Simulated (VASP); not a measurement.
Runs of VASP 6.6.1 on Ge. The structure is that of space group Fd-3m (No. 227), or close to it. The cells are those of the table. 

```csv
level,cell,k mesh,gap on the mesh (eV),pressure (GPa)
PBE,"a = 4.034 Å, angles 60.0°, 2 atoms",6 × 6 × 6,none,1.9
PBE,"a = 4.078 Å, angles 60.0°, 2 atoms",6 × 6 × 6,none,-0.1
r2SCAN,"a = 4.050 Å, angles 60.0°, 2 atoms",12 × 12 × 12,0.05,-1.8
r2SCAN,"a = 4.012 Å, angles 60.0°, 2 atoms",12 × 12 × 12,(a),(b)
r2SCAN,"a = 4.078 Å, angles 60.0°, 2 atoms",12 × 12 × 12,none,-3.0
```

Alike in all rows: task single point; potentials or basis VASP PAW PBE potentials, release 64 (Ge_d); no spin polarisation; cutoff (eV) 520; smearing gaussian 0.05 eV.

Question: Fill in the values left out.

Answer: (a) 0.32; (b) 0.1.

Caveats: semilocal functionals underestimate gaps, so a narrow gap can read as zero (at least some runs); the PAW data sets were made with another functional, which shifts forces and pressure a little (at least some runs).

A k mesh can miss the band edges, and the runs leave out spin-orbit coupling on Ge.

A gap of «none» marks levels without a gap at the run's occupations.
